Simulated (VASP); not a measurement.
# Al2Ru (I4/mmm) in VASP: a series of runs, part 2 of 2

VASP 6.6.1.

## (3) Single point, PBEsol, collinear spin, ferromagnetic start (10.26 Å³/atom)

This run uses another cell than the first one, of 10.26 Å³/atom.

INCAR reads:

```
  PREC = Accurate
  ENCUT = 520
  EDIFF = 1E-6
  ISMEAR = 0
  SIGMA = 0.15
  LREAL = False
  LASPH = True
  NELM = 150
  ALGO = Normal
  ISIF = 2
  LWAVE = False
  LCHARG = True
  ISPIN = 2
  MAGMOM = 0 0 0.188
  LORBIT = 11
  NUPDOWN = 0.1875
  LMAXMIX = 4
  GGA = PS
  LELF = True
  LVHAR = True
  NBANDS = 21
```

KPOINTS reads:

```
regular mesh
0
Gamma
  20 20 20
```

POSCAR reads:

```
Al2Ru
1.0
   -1.4179163248      1.4179163248      3.8259392533
    1.4179163248     -1.4179163248      3.8259392533
    1.4179163248      1.4179163248     -3.8259392533
Al Ru
2 1
Direct
    0.6590805105      0.6590805105      0.0000000000
    0.3409194895      0.3409194895      0.0000000000
    0.0000000000      0.0000000000      0.0000000000
```

Potentials or basis: VASP PAW PBE potentials, release 64 (Al, Ru_pv).

Run with:

```sh
> cat potpaw_PBE.64/Al/POTCAR potpaw_PBE.64/Ru_pv/POTCAR > POTCAR
> mpirun -np 1 vasp_std > vasp.out
```

OUTCAR:

```text
PREC = Accurate
   ENCUT = 520
   EDIFF = 1E-6
   ISMEAR = 0
   LREAL = False
   LASPH = True
   NELM = 150
   ISIF = 2
   ISPIN = 2
   LORBIT = 11
   NUPDOWN = 0.1875
   GGA = PS

 ion  position               nearest neighbor table
   1  0.659  0.659  0.000-   3 2.35   3 2.35   3 2.35   3 2.35   2 2.43   2 2.44   2 2.44   2 2.44
                             2 2.44   3 2.61
   2  0.341  0.341  0.000-   3 2.35   3 2.35   3 2.35   3 2.35   1 2.43   1 2.44   1 2.44   1 2.44
                             1 2.44   3 2.61
   3  0.000  0.000  0.000-   1 2.35   2 2.35   1 2.35   2 2.35   1 2.35   2 2.35   2 2.35   1 2.35
                             1 2.61   2 2.61

  LATTYP: Found a body centered tetragonal cell.
 ALAT       =     2.8358326496
 C/A-ratio  =     2.6982828157

  Lattice vectors:

 A1 = (  -1.4179163248,   1.4179163248,   3.8259392533)
 A2 = (   1.4179163248,  -1.4179163248,   3.8259392533)
 A3 = (   1.4179163248,   1.4179163248,  -3.8259392533)

Analysis of symmetry for initial positions (statically):
=====================================================================
 Subroutine PRICEL returns:
 Original cell was already a primitive cell.

 Routine SETGRP: Setting up the symmetry group for a
 body centered tetragonal supercell.

 Subroutine GETGRP returns: Found 16 space group operations
 (whereof 16 operations were pure point group operations)
 out of a pool of 16 trial point group operations.

The static configuration has the point symmetry D_4h.

Analysis of symmetry for dynamics (positions and initial velocities):
=====================================================================
 Subroutine PRICEL returns:
 Original cell was already a primitive cell.

 Routine SETGRP: Setting up the symmetry group for a
 body centered tetragonal supercell.

 Subroutine GETGRP returns: Found 16 space group operations
 (whereof 16 operations were pure point group operations)
 out of a pool of 16 trial point group operations.

The dynamic configuration has the point symmetry D_4h.

Analysis of structural, dynamic, and magnetic symmetry:
=====================================================================
 Subroutine PRICEL returns:
 Original cell was already a primitive cell.

 Routine SETGRP: Setting up the symmetry group for a
 body centered tetragonal supercell.

 Subroutine GETGRP returns: Found 16 space group operations
 (whereof 16 operations were pure point group operations)
 out of a pool of 16 trial point group operations.

The overall configuration has the point symmetry D_4h.

 Subroutine INISYM returns: Found 16 space group operations
 (whereof 16 operations are pure point group operations),
 and found     1 'primitive' translations

----------------------------------------------------------------------------------------

                                     Primitive cell

  volume of cell :      30.7680

  direct lattice vectors                    reciprocal lattice vectors
    -1.417916325  1.417916325  3.825939253     0.000000000  0.352630117  0.130686863
     1.417916325 -1.417916325  3.825939253     0.352630117  0.000000000  0.130686863
     1.417916325  1.417916325 -3.825939253     0.352630117  0.352630117  0.000000000

  length of vectors
[... 78 lines left out ...]
   ISPIN  =      2    spin polarized calculation?
   LNONCOLLINEAR =      F non collinear calculations
   LSORBIT =      F    spin-orbit coupling
   LASPH  =      T    aspherical Exc in radial PAW
   ENCUT  =  520.0 eV  38.22 Ry    6.18 a.u.   8.03  8.03  8.03*2*pi/ulx,y,z
   NELM   =    150;   NELMIN=  2; NELMDL= -5     # of ELM steps
   EDIFF  = 0.1E-05   stopping-criterion for ELM
   LREAL  =      F    real-space projection
   EDIFFG = 0.1E-04   stopping-criterion for IOM
   NSW    =      0    number of steps for IOM
   IBRION =     -1    ionic relax: 0-MD 1-quasi-New 2-CG
   NFREE  =      0    steps in history (QN), initial steepest desc. (CG)
   ISIF   =      2    stress and relaxation
   ISYM   =      2    0-nonsym 1-usesym 2-fastsym
   POTIM  = 0.5000    time-step for ionic-motion
   TEBEG  =    0.0;   TEEND  =   0.0 temperature during run
   PSTRESS=    0.0 pullay stress
   NELECT =      20.0000    total number of electrons
   NUPDOWN=       0.1875    fix difference up-down
   EMIN   =  10.00;   EMAX   =-10.00  energy-range for DOS
   EFERMI =   0.00;   METHOD = LEGACY
   ISMEAR =     0;   SIGMA  =   0.15  broadening in eV -4-tet -1-fermi 0-gaus
   EFERMI_NEDOS =   21; number of points for ismear=-14 and -15
   IALGO  =     38    algorithm
   IMIX   =      4    mixing-type and parameters
     AMIX     =   0.40;   BMIX     =  1.00
     AMIX_MAG =   1.60;   BMIX_MAG =  1.00
  volume/ion in A,a.u.               =      10.26        69.21
  Fermi-wavevector in a.u.,A,eV,Ry     =   1.418138  2.679892 27.362875  2.011115
  Thomas-Fermi vector in A             =   2.539295
   LORBIT       =     11    0 simple, 1 ext, 2 COOP (PROOUT), +10 PAW based schemes
   GGA     = PS    functional components
   LHFCALC =     F    Hartree Fock is set to
   AEXX    =    0.0000 exact exchange contribution
   IVDW    =     0    specifies the selected vdW correction
   LEPSILON=     F    determine dielectric tensor
   LRPA    =     F    only Hartree local field effects (RPA)
 spin polarized calculation
 Gauss-broadening in eV      SIGMA  =   0.15
  energy-cutoff  :      520.00
  volume of cell :       30.77
 maximum number of plane-waves:       862
   NGX = 17   NGY = 17   NGZ = 17

 number of electron      20.0000001 magnetization       0.1874996

 Free energy of the ion-electron system (eV)
  ---------------------------------------------------
  ext. energy  EPLUGINS =         0.00000000
  ---------------------------------------------------
  free energy    TOTEN  =       -17.83821104 eV

  energy without entropy =      -17.83114685  energy(sigma->0) =      -17.83467895

 E-fermi :  14.5751     XC(G=0): -13.4521

 val. band max:       15.4550047190   @ k =  -0.3000   0.3500   0.2500
 cond. band min:      14.5784373644   @ k =  -0.1500   0.1500   0.0500
 fundamental gap:     -0.8765673547
 Fermi energy:        15.4630308595

 spin component 1

 k-point     1 :       0.0000    0.0000    0.0000
  band No.  band energies     occupation
      1     -27.9376      1.00000
      2     -27.8817      1.00000
      3     -27.8817      1.00000
      4       1.9408      1.00000
      5       7.6431      1.00000
      6       9.3000      1.00000
[... 565 lines left out ...]
     20      30.7031      0.00000
     21      31.3903      0.00000

 [... further k-points ...]

 spin component 2

 k-point     1 :       0.0000    0.0000    0.0000
  band No.  band energies     occupation
      1     -27.8999      1.00000
      2     -27.8196      1.00000
      3     -27.8196      1.00000
      4       2.0190      1.00000
      5       7.7047      1.00000
      6       9.3831      1.00000
[... 565 lines left out ...]
     20      30.7686      0.00000
     21      31.4651      0.00000

 [... further k-points ...]

------------------------ aborting loop because EDIFF is reached ----------------------------------------

  FORCE on cell =-STRESS in cart. coord.  units (eV):
  Direction    XX          YY          ZZ          XY          YZ          ZX
  --------------------------------------------------------------------------------------
  -------------------------------------------------------------------------------------
  Total       18.5823860     18.5823860     19.1313894      0.0000000      0.0000000      0.0000000
  in kB      967.6377289    967.6377289    996.2258944      0.0000000      0.0000000      0.0000000
  external PRESSURE =     977.1671174 kB  Pullay stress =       0.0000000 kB

 VOLUME and BASIS-vectors are now :
 -----------------------------------------------------------------------------
  energy-cutoff  :      520.00
  volume of cell :       30.77
      direct lattice vectors                 reciprocal lattice vectors
    -1.417916325  1.417916325  3.825939253     0.000000000  0.352630117  0.130686863
     1.417916325 -1.417916325  3.825939253     0.352630117  0.000000000  0.130686863
     1.417916325  1.417916325 -3.825939253     0.352630117  0.352630117  0.000000000

 POSITION                                       TOTAL-FORCE (eV/Angst)
 -----------------------------------------------------------------------------------
      0.00000      0.00000      5.04320         0.000000      0.000000      1.379334
      0.00000      0.00000      2.60867        -0.000000     -0.000000     -1.379334
      0.00000      0.00000      0.00000         0.000000      0.000000      0.000000
 -----------------------------------------------------------------------------------
    total drift:                               -0.000000      0.000000     -0.000000

  FREE ENERGIE OF THE ION-ELECTRON SYSTEM (eV)
  ---------------------------------------------------
  free  energy   TOTEN  =       -17.8382110405 eV

  energy  without entropy=      -17.8311468542  energy(sigma->0) =      -17.83467895

 total charge

# of ion       s       p       d       tot
------------------------------------------
    1        0.449   0.575   0.000   1.024
    2        0.449   0.575   0.000   1.024
    3        0.443   6.476   6.561  13.480
--------------------------------------------------
tot          1.342   7.625   6.561  15.528

 magnetization (x)

# of ion       s       p       d       tot
------------------------------------------
    1        0.004   0.013   0.000   0.016
    2        0.004   0.013   0.000   0.016
    3        0.001   0.014   0.062   0.077
--------------------------------------------------
tot          0.008   0.039   0.062   0.109
```

OSZICAR:

```text
N       E                     dE             d eps       ncg     rms          rms(c)
DAV:   1     0.146655223621E+03    0.14666E+03   -0.10035E+04 53876   0.893E+02
DAV:   2    -0.153524786631E+02   -0.16201E+03   -0.15610E+03 59833   0.277E+02
DAV:   3    -0.188223281599E+02   -0.34698E+01   -0.34501E+01 66757   0.413E+01
DAV:   4    -0.188440475952E+02   -0.21719E-01   -0.21716E-01 60244   0.351E+00
DAV:   5    -0.188443390018E+02   -0.29141E-03   -0.29140E-03 63866   0.405E-01    0.247E+01
DAV:   6    -0.180522552644E+02    0.79208E+00   -0.35505E+00 59754   0.166E+01    0.491E+00
DAV:   7    -0.178907412420E+02    0.16151E+00   -0.48815E-01 58594   0.628E+00    0.533E+00
DAV:   8    -0.178398577601E+02    0.50883E-01   -0.59024E-02 63345   0.204E+00    0.798E-01
DAV:   9    -0.178388461079E+02    0.10117E-02   -0.15584E-03 61059   0.255E-01    0.439E-01
DAV:  10    -0.178382769651E+02    0.56914E-03   -0.33431E-04 61555   0.126E-01    0.229E-01
DAV:  11    -0.178382119126E+02    0.65052E-04   -0.88598E-05 62353   0.617E-02    0.603E-02
DAV:  12    -0.178382110749E+02    0.83773E-06   -0.10775E-05 61663   0.238E-02    0.198E-02
DAV:  13    -0.178382110405E+02    0.34356E-07   -0.81431E-07 44322   0.642E-03
   1 F= -.17838211E+02 E0= -.17834679E+02  d E =-.706419E-02  mag=     0.1875
```

Wall time 24 min (1 thread of Oxide Virtual Turin-like, shared host); peak memory 0.65 GiB.

What came out:

```
Free energy                                           : -17.8382 eV
Pressure                                              : 97.7 GPa
Largest force                                         : 1.379 eV/Å
Net moment                                            : 0.19 μB per cell
Site moments                                          : Al +0.02; Ru +0.08 μB
Valence electrons inside the program's atomic spheres : Al 1.02; Ru 13.48
```

Forces on the atoms (eV/Å):
```
Al   0.000  0.000  1.379
Al   0.000  0.000 -1.379
Ru   0.000  0.000  0.000
```

Caveat: the cell stands under pressure; the PAW data sets were made with another functional, which shifts forces and pressure a little; the total moment is fixed, so each spin has its own Fermi level and the state may be an excited one.
